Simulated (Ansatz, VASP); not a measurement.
# Two plane-wave programs on GeN

```
Ge N
1.0
     3.01726    0.00000    0.00000
    -1.50863    2.61302    0.00000
     0.00000    0.00000    2.85782
Ge N
1 1
Direct
  0.00000 0.00000 0.00000
  0.66667 0.33333 0.50000
```

Alike in both runs: functional PBE; k mesh 24 × 24 × 20; occupations gaussian, width 0.1 eV; no spin polarisation.

Ansatz relaxed the structure, and its values are those at the end. VASP's run is a single point on that final structure, the one shown.

```csv
,VASP,Ansatz
version,VASP 6.6.1,Ansatz 0.2.0
potentials or method,"VASP PAW PBE potentials, release 64 (Ge_d, N), cutoff 520 eV","scalar-relativistic, plane waves, PAW"
valence electrons in the cell,19,19
```

Ansatz gave:

| Quantity | Value |
| --- | --- |
| gap on the k mesh at the Fermi level (eV) | none |
| pressure (GPa) | 0.0 |

**Question.** What did VASP give for the same quantities?

**Answer.** gap on the k mesh at the Fermi level (eV): none; pressure (GPa): 0.1.

A gap of «none» marks a metal or a gap that the smearing closes.
